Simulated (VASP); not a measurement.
A run of VASP 6.6.1:

Contents of INCAR:

```
SYSTEM = SiO2
ALGO = Normal
EDIFF = 1E-7
ENCUT = 520
GGA = PE
ISIF = 2
ISMEAR = -1
LASPH = .TRUE.
LCHARG = .TRUE.
LELF = .TRUE.
LREAL = .FALSE.
LVHAR = .TRUE.
LWAVE = .FALSE.
NBANDS = 15
NELM = 100
PREC = Accurate
SIGMA = 0.02
```

The input KPOINTS:

```
k-points
0
G
  10 10 10
  0 0 0
```

File POSCAR:

```
SiO2
1.0
    0.0000000000      2.2641691173      2.2641691173
    2.2641691173      0.0000000000      2.2641691173
    2.2641691173      2.2641691173      0.0000000000
Si O
1 2
Direct
    0.0000000000      0.0000000000      0.0000000000
    0.2500000000      0.2500000000      0.2500000000
    0.7500000000      0.7500000000      0.7500000000
```

Potentials or basis: VASP PAW PBE potentials, release 64 (Si, O).

Launch:

```bash
$ cat potpaw_PBE.64/Si/POTCAR potpaw_PBE.64/O/POTCAR > POTCAR
$ mpirun -np 1 vasp_std > vasp.out
```

Hardware: 1 thread of Intel Xeon 8259CL, with other jobs on the host.

**Question.** How long does it take, and how much memory?

**Answer.** Wall time 24 s on 1 thread of Intel Xeon 8259CL, with other jobs on the host, peak memory 0.14 GiB. Counts: scf iterations 14, k points 47.
